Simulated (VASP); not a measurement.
# Al12C in VASP: notebook

Al12C is run at these levels: PBE; tasks: single point.

Everything below comes from runs of VASP 6.6.1. Logs are shortened: lines on timing, memory, paths and dates and some standing lists are left out, and cuts for length are marked.

## Step 1: The cell of the first run

The cell holds a slab with vacuum, 13 atoms: a = 5.714 Å, b = 5.714 Å, c = 19.675 Å, α = 90.00°, β = 90.00°, γ = 90.00°.

## Step 2: Single point, PBE

Contents of INCAR:

```
PREC = Accurate
ENCUT = 520
EDIFF = 1E-6
ISMEAR = 0
SIGMA = 0.1
LREAL = False
LASPH = True
NELM = 80
ALGO = Normal
ISIF = 2
LWAVE = False
LCHARG = False
LDIPOL = True
IDIPOL = 3
DIPOL = 0.5 0.5 0.322
GGA = PE
NBANDS = 32
```

Contents of KPOINTS:

```
Automatic mesh
0
Gamma
  5 5 1
```

Contents of POSCAR:

```
Al12C
1.0
    5.7143028096      0.0000000000      0.0000000000
    0.0000000000      5.7143028096      0.0000000000
    0.0000000000      0.0000000000     19.6750228481
Al C
12 1
Direct
    0.2500000000      0.2500000000      0.2033034488
    0.2500000000      0.7500000000      0.2033034488
    0.7500000000      0.2500000000      0.2033034488
    0.7500000000      0.7500000000      0.2033034488
    0.0000000000      0.0000000000      0.3092772432
    0.0000000000      0.5000000000      0.3092772432
    0.5000000000      0.0000000000      0.3092772432
    0.5000000000      0.5000000000      0.3092772432
    0.2500000000      0.2500000000      0.4155025847
    0.2500000000      0.7500000000      0.4155025847
    0.7500000000      0.2500000000      0.4155025847
    0.7500000000      0.7500000000      0.4155025847
    0.4166666667      0.4166666667      0.4766653018
```

Potentials or basis: VASP PAW PBE potentials, release 64 (Al, C).

Launch:

```console
$ cat potpaw_PBE.64/Al/POTCAR potpaw_PBE.64/C/POTCAR > POTCAR
$ mpirun -np 1 vasp_std > vasp.out
```

OUTCAR:

```text
PREC = Accurate
   ENCUT = 520
   EDIFF = 1E-6
   ISMEAR = 0
   LREAL = False
   LASPH = True
   NELM = 80
   ISIF = 2
   GGA = PE

 ion  position               nearest neighbor table
   1  0.250  0.250  0.203-   2 2.86   3 2.86   2 2.86   3 2.86   7 2.90   8 2.90   5 2.90   6 2.90

   2  0.250  0.750  0.203-   1 2.86   4 2.86   1 2.86   4 2.86   7 2.90   8 2.90   5 2.90   6 2.90

   3  0.750  0.250  0.203-   1 2.86   4 2.86   4 2.86   1 2.86   7 2.90   8 2.90   5 2.90   6 2.90
[... 4 lines left out ...]
                            11 2.91  12 2.91   9 2.91  10 2.91
   6  0.000  0.500  0.309-   5 2.86   8 2.86   5 2.86   8 2.86   1 2.90   2 2.90   3 2.90   4 2.90
                            11 2.91  12 2.91   9 2.91  10 2.91
   7  0.500  0.000  0.309-   5 2.86   8 2.86   8 2.86   5 2.86   1 2.90   2 2.90   3 2.90   4 2.90
                            11 2.91  12 2.91   9 2.91  10 2.91
   8  0.500  0.500  0.309-   6 2.86   7 2.86   7 2.86   6 2.86   1 2.90   2 2.90   3 2.90   4 2.90
                            11 2.91  12 2.91   9 2.91  10 2.91
   9  0.250  0.250  0.416-  13 1.81  11 2.86  10 2.86  10 2.86  11 2.86   6 2.91   7 2.91   8 2.91
                             5 2.91
  10  0.250  0.750  0.416-  13 2.45  12 2.86   9 2.86   9 2.86  12 2.86   6 2.91   7 2.91   8 2.91
                             5 2.91
  11  0.750  0.250  0.416-  13 2.45  12 2.86   9 2.86  12 2.86   9 2.86   6 2.91   7 2.91   8 2.91
                             5 2.91
  12  0.750  0.750  0.416-  10 2.86  11 2.86  11 2.86  10 2.86   5 2.91   6 2.91   7 2.91   8 2.91

  13  0.417  0.417  0.477-   9 1.81  10 2.45  11 2.45

  LATTYP: Found a simple tetragonal cell.
 ALAT       =     5.7143028096
 C/A-ratio  =     3.4431186977

  Lattice vectors:

 A1 = (   5.7143028096,   0.0000000000,   0.0000000000)
 A2 = (   0.0000000000,   5.7143028096,   0.0000000000)
 A3 = (   0.0000000000,   0.0000000000,  19.6750228481)

Analysis of symmetry for initial positions (statically):
=====================================================================
 Subroutine PRICEL returns:
 Original cell was already a primitive cell.

 Routine SETGRP: Setting up the symmetry group for a
 simple tetragonal supercell.

 Subroutine GETGRP returns: Found  2 space group operations
 (whereof  2 operations were pure point group operations)
 out of a pool of 16 trial point group operations.

The static configuration has the point symmetry C_1h.

Analysis of symmetry for dynamics (positions and initial velocities):
=====================================================================
 Subroutine PRICEL returns:
 Original cell was already a primitive cell.

 Routine SETGRP: Setting up the symmetry group for a
 simple tetragonal supercell.

 Subroutine GETGRP returns: Found  2 space group operations
 (whereof  2 operations were pure point group operations)
 out of a pool of 16 trial point group operations.

The dynamic configuration has the point symmetry C_1h.

 Subroutine INISYM returns: Found  2 space group operations
 (whereof  2 operations are pure point group operations),
 and found     1 'primitive' translations

----------------------------------------------------------------------------------------

                                     Primitive cell

  volume of cell :     642.4536

  direct lattice vectors                    reciprocal lattice vectors
     5.714302810  0.000000000  0.000000000     0.174999476  0.000000000  0.000000000
     0.000000000  5.714302810  0.000000000     0.000000000  0.174999476  0.000000000
     0.000000000  0.000000000 19.675022848     0.000000000  0.000000000  0.050825862

  length of vectors
     5.714302810  5.714302810 19.675022848     0.174999476  0.174999476  0.050825862

  position of ions in fractional coordinates (direct lattice)
     0.250000000  0.250000000  0.203303449
     0.250000000  0.750000000  0.203303449
     0.750000000  0.250000000  0.203303449
     0.750000000  0.750000000  0.203303449
     0.000000000  0.000000000  0.309277243
     0.000000000  0.500000000  0.309277243
     0.500000000  0.000000000  0.309277243
     0.500000000  0.500000000  0.309277243
     0.250000000  0.250000000  0.415502585
     0.250000000  0.750000000  0.415502585
     0.750000000  0.250000000  0.415502585
     0.750000000  0.750000000  0.415502585
     0.416666667  0.416666667  0.476665302

  ion indices of the primitive-cell ions
[... 35 lines left out ...]

 Subroutine IBZKPT returns following result:
 ===========================================

 Found      9 irreducible k-points:

 Following reciprocal coordinates:
            Coordinates               Weight
  0.000000  0.000000  0.000000      1.000000
  0.200000  0.000000  0.000000      4.000000
  0.400000  0.000000  0.000000      4.000000
  0.200000  0.200000  0.000000      2.000000
 -0.200000  0.200000  0.000000      2.000000
  0.400000  0.200000  0.000000      4.000000
 -0.200000  0.400000  0.000000      4.000000
  0.400000  0.400000  0.000000      2.000000
 -0.400000  0.400000  0.000000      2.000000
   k-points           NKPTS =      9   k-points in BZ     NKDIM =      9   number of bands    NBANDS=     32
   number of dos      NEDOS =    301   number of ions     NIONS =     13
   total plane-waves  NPLWV = 264600
   dimension x,y,z NGX =    42 NGY =   42 NGZ =  150
   dimension x,y,z NGXF=    84 NGYF=   84 NGZF=  300
   ions per type =              12   1
   NGX,Y,Z   is equivalent  to a cutoff of  12.22, 12.22, 12.67 a.u.
   NGXF,Y,Z  is equivalent  to a cutoff of  24.44, 24.44, 25.35 a.u.
 SYSTEM =  unknown system
   PREC   = accura    normal or accurate (medium, high low for compatibility)
   ISTART =      0    job   : 0-new  1-cont  2-samecut
   ICHARG =      2    charge: 1-file 2-atom 10-const
   ISPIN  =      1    spin polarized calculation?
   LNONCOLLINEAR =      F non collinear calculations
   LSORBIT =      F    spin-orbit coupling
   LASPH  =      T    aspherical Exc in radial PAW
   ENCUT  =  520.0 eV  38.22 Ry    6.18 a.u.  10.62 10.62 36.58*2*pi/ulx,y,z
   NELM   =     80;   NELMIN=  2; NELMDL= -5     # of ELM steps
   EDIFF  = 0.1E-05   stopping-criterion for ELM
   LREAL  =      F    real-space projection
   EDIFFG = 0.1E-04   stopping-criterion for IOM
   NSW    =      0    number of steps for IOM
   IBRION =     -1    ionic relax: 0-MD 1-quasi-New 2-CG
   NFREE  =      0    steps in history (QN), initial steepest desc. (CG)
   ISIF   =      2    stress and relaxation
   ISYM   =      2    0-nonsym 1-usesym 2-fastsym
   POTIM  = 0.5000    time-step for ionic-motion
   TEBEG  =    0.0;   TEEND  =   0.0 temperature during run
   PSTRESS=    0.0 pullay stress
   NELECT =      40.0000    total number of electrons
   NUPDOWN=      -1.0000    fix difference up-down
   EMIN   =  10.00;   EMAX   =-10.00  energy-range for DOS
   EFERMI =   0.00;   METHOD = LEGACY
   ISMEAR =     0;   SIGMA  =   0.10  broadening in eV -4-tet -1-fermi 0-gaus
   EFERMI_NEDOS =   21; number of points for ismear=-14 and -15
   IALGO  =     38    algorithm
   IMIX   =      4    mixing-type and parameters
     AMIX     =   0.40;   BMIX     =  1.00
     AMIX_MAG =   1.60;   BMIX_MAG =  1.00
  volume/ion in A,a.u.               =      49.42       333.50
  Fermi-wavevector in a.u.,A,eV,Ry     =   0.648855  1.226158  5.728225  0.421013
  Thomas-Fermi vector in A             =   1.717622
   LORBIT       =      0    0 simple, 1 ext, 2 COOP (PROOUT), +10 PAW based schemes
   GGA     = PE    functional components
   LHFCALC =     F    Hartree Fock is set to
   AEXX    =    0.0000 exact exchange contribution
   IVDW    =     0    specifies the selected vdW correction
   LEPSILON=     F    determine dielectric tensor
   LRPA    =     F    only Hartree local field effects (RPA)
 non-spin polarized calculation
 Gauss-broadening in eV      SIGMA  =   0.10
  energy-cutoff  :      520.00
  volume of cell :      642.45
 maximum number of plane-waves:     17320
   NGX = 21   NGY = 21   NGZ = 73

 dipolmoment           0.000000      0.000000     -0.108465 electrons x Angstroem

 number of electron      39.9999999 magnetization

 dipolmoment           0.000000      0.000000      0.167542 electrons x Angstroem

 Free energy of the ion-electron system (eV)
  ---------------------------------------------------
  ext. energy  EPLUGINS =         0.00000000
  ---------------------------------------------------
  free energy    TOTEN  =       -46.95962449 eV

  energy without entropy =      -46.93528937  energy(sigma->0) =      -46.94745693

 E-fermi :  -0.6191     XC(G=0):  -4.3031

 val. band max:       -0.6794938767   @ k =   0.4000   0.0000   0.0000
 cond. band min:      -0.5904019089   @ k =   0.2000   0.0000   0.0000
 fundamental gap:      0.0890919678
 Fermi energy:        -0.6191314097

 k-point     1 :       0.0000    0.0000    0.0000
  band No.  band energies     occupation
      1     -11.3545      2.00000
      2     -10.2697      2.00000
      3      -8.1516      2.00000
      4      -6.4864      2.00000
      5      -6.4530      2.00000
      6      -6.3204      2.00000
[... 304 lines left out ...]
     31       2.1400      0.00000
     32       2.5966      0.00000

------------------------ aborting loop because EDIFF is reached ----------------------------------------

 vacuum level on the upper side and lower side of the slab       (xc-potential included)         0.432        -0.472

  FORCE on cell =-STRESS in cart. coord.  units (eV):
  Direction    XX          YY          ZZ          XY          YZ          ZX
  --------------------------------------------------------------------------------------
  -------------------------------------------------------------------------------------
  Total       -8.6876983     -8.6876983      0.0641357      2.6837315      2.8201806      2.8201791
  in kB      -21.6657419    -21.6657419      0.1599442      6.6928009      7.0330831      7.0330795
  external PRESSURE =     -14.3905132 kB  Pullay stress =       0.0000000 kB

 VOLUME and BASIS-vectors are now :
 -----------------------------------------------------------------------------
  energy-cutoff  :      520.00
  volume of cell :      642.45
      direct lattice vectors                 reciprocal lattice vectors
     5.714302810  0.000000000  0.000000000     0.174999476  0.000000000  0.000000000
     0.000000000  5.714302810  0.000000000     0.000000000  0.174999476  0.000000000
     0.000000000  0.000000000 19.675022848     0.000000000  0.000000000  0.050825862

 POSITION                                       TOTAL-FORCE (eV/Angst)
 -----------------------------------------------------------------------------------
      1.42858      1.42858      4.00000        -0.063774     -0.063774      0.075320
      1.42858      4.28573      4.00000         0.012947      0.094580     -0.003151
      4.28573      1.42858      4.00000         0.094580      0.012947     -0.003151
      4.28573      4.28573      4.00000        -0.001881     -0.001881     -0.032362
      0.00000      0.00000      6.08504        -0.016822     -0.016822     -0.127741
      0.00000      2.85715      6.08504        -0.154274      0.080051      0.042294
      2.85715      0.00000      6.08504         0.080051     -0.154274      0.042294
      2.85715      2.85715      6.08504         0.053492      0.053492     -0.049092
      1.42858      1.42858      8.17502        -1.845461     -1.845461     -1.506284
      1.42858      4.28573      8.17502         0.219361     -0.790429      0.689410
      4.28573      1.42858      8.17502        -0.790429      0.219361      0.689410
      4.28573      4.28573      8.17502        -0.011337     -0.011337      0.153033
      2.38096      2.38096      9.37840         2.423547      2.423547      0.030019
 -----------------------------------------------------------------------------------
    total drift:                               -0.000066     -0.000066      0.000068

  FREE ENERGIE OF THE ION-ELECTRON SYSTEM (eV)
  ---------------------------------------------------
  free  energy   TOTEN  =       -46.9596244857 eV

  energy  without entropy=      -46.9352893656  energy(sigma->0) =      -46.94745693

 vacuum level on the upper side and lower side of the slab         4.596         3.664
```

Run time: 3.1 min. Hardware: 1 thread of Intel Xeon 6975P-C (Granite Rapids), shared host; peak memory 0.6 GiB.

Results:

```
Free energy            : -46.9596 eV
Largest force          : 3.428 eV/Å
Band gap on the k mesh : zero (band 20 reaches -0.21 eV, above the bottom of band 21 at -0.98 eV)
```

Forces on the atoms (eV/Å):
```
Al  -0.064 -0.064  0.075
Al   0.013  0.095 -0.003
Al   0.095  0.013 -0.003
Al  -0.002 -0.002 -0.032
Al  -0.017 -0.017 -0.128
Al  -0.154  0.080  0.042
Al   0.080 -0.154  0.042
Al   0.053  0.053 -0.049
Al  -1.845 -1.845 -1.506
Al   0.219 -0.790  0.689
Al  -0.790  0.219  0.689
Al  -0.011 -0.011  0.153
C    2.424  2.424  0.030
```

Levels at points of the mesh, in eV from the Fermi level:
| k point | band 18 | band 19 | band 20 | band 21 | band 22 | band 23 |
| --- | --- | --- | --- | --- | --- | --- |
| (0.00, 0.00, 0.00) | -0.84 | -0.70 | -0.44 | -0.36 | -0.20 | -0.12 |

## Step 3: Single point, PBE

Contents of INCAR:

```
SYSTEM = Al12C
PREC = Accurate
ENCUT = 520
EDIFF = 1E-6
ISMEAR = 0
SIGMA = 0.1
LREAL = .FALSE.
LASPH = .TRUE.
NELM = 80
ALGO = Normal
ISIF = 2
LWAVE = .FALSE.
LCHARG = .FALSE.
LDIPOL = .TRUE.
IDIPOL = 3
DIPOL = 0.5 0.5 0.324
GGA = PE
NBANDS = 32
```

Contents of KPOINTS:

```
Automatic mesh
0
G
  5 5 1
  0 0 0
```

Edit POSCAR of step 2 so:

```diff
@@ -20,2 +20,2 @@
     0.7500000000      0.7500000000      0.4155025847
-    0.4166666667      0.4166666667      0.4766653018
+    0.3333333333      0.3333333333      0.5052731463
```

Potentials or basis: VASP PAW PBE potentials, release 64 (Al, C).

Launch:

```console
$ cat potpaw_PBE.64/Al/POTCAR potpaw_PBE.64/C/POTCAR > POTCAR
$ mpirun -np 1 vasp_std > vasp.out
```

Run time: 3.4 min. Hardware: 1 thread of Intel Xeon 6975P-C (Granite Rapids), shared host; peak memory 0.62 GiB.

Results (log left out):

- Free energy: -45.5472 eV
- Largest force: 1.267 eV/Å
- Band gap on the k mesh: zero (band 20 reaches -0.46 eV, above the bottom of band 21 at -1.26 eV)

Forces in eV/Å, atoms in the order of the input:
```
Al  -0.020 -0.020 -0.025
Al   0.087  0.072 -0.043
Al   0.072  0.087 -0.043
Al  -0.063 -0.063  0.043
Al   0.025  0.025  0.037
Al  -0.017 -0.005  0.051
Al  -0.005 -0.017  0.051
Al  -0.010 -0.010 -0.037
Al  -0.452 -0.452 -1.094
Al   0.072 -0.528  0.509
Al  -0.528  0.072  0.509
Al   0.031  0.031  0.029
C    0.808  0.808  0.011
```

Levels at points of the mesh, in eV from the Fermi level:
| k point | band 17 | band 18 | band 19 | band 20 | band 21 | band 22 | band 23 | band 24 |
| --- | --- | --- | --- | --- | --- | --- | --- | --- |
| (0.00, 0.00, 0.00) | -1.04 | -0.72 | -0.67 | -0.47 | -0.35 | 0.01 | 0.02 | 0.44 |
